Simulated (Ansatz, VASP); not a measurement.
FeSi in VASP and in Ansatz

```xyz
8
Lattice="4.4480 0.0000 0.0000 0.0000 4.4480 0.0000 0.0000 0.0000 4.4480" Properties=species:S:1:pos:R:3 pbc="T T T"
Fe    0.6049    0.6049    0.6049
Fe    1.6191    3.8431    2.8289
Fe    2.8289    1.6191    3.8431
Fe    3.8431    2.8289    1.6191
Si    3.7395    3.7395    3.7395
Si    2.9325    0.7085    1.5155
Si    1.5155    2.9325    0.7085
Si    0.7085    1.5155    2.9325
```

Alike in both runs: functional PBE; k mesh 8 × 8 × 8; occupations gaussian, width 0.05 eV; no spin polarisation.

Ansatz relaxed the structure, and its values are those at the end. VASP's run is a single point on that final structure, the one shown.

```csv
,VASP,Ansatz
version,VASP 6.6.1,Ansatz 0.2.0
potentials or method,"VASP PAW PBE potentials, release 64 (Fe, Si), cutoff 520 eV","scalar-relativistic, plane waves, PAW"
valence electrons in the cell,48,80
```

|  | VASP | Ansatz | Ansatz less VASP |
| --- | --- | --- | --- |
| gap on the k mesh at the Fermi level (eV) | 0.16 | 0.17 | +0.007 |
| least direct gap on the mesh (eV) | 0.17 | 0.18 | +0.006 |
| pressure (GPa) | 0.2 | 0.0 | -0.19 |
| rms of the force components (eV/Å) | 0.015 | 0.000 | -0.0144 |

VASP's potentials hold 48 valence electrons a cell and Ansatz's 80, so a difference there can come from the potentials and not from the codes.
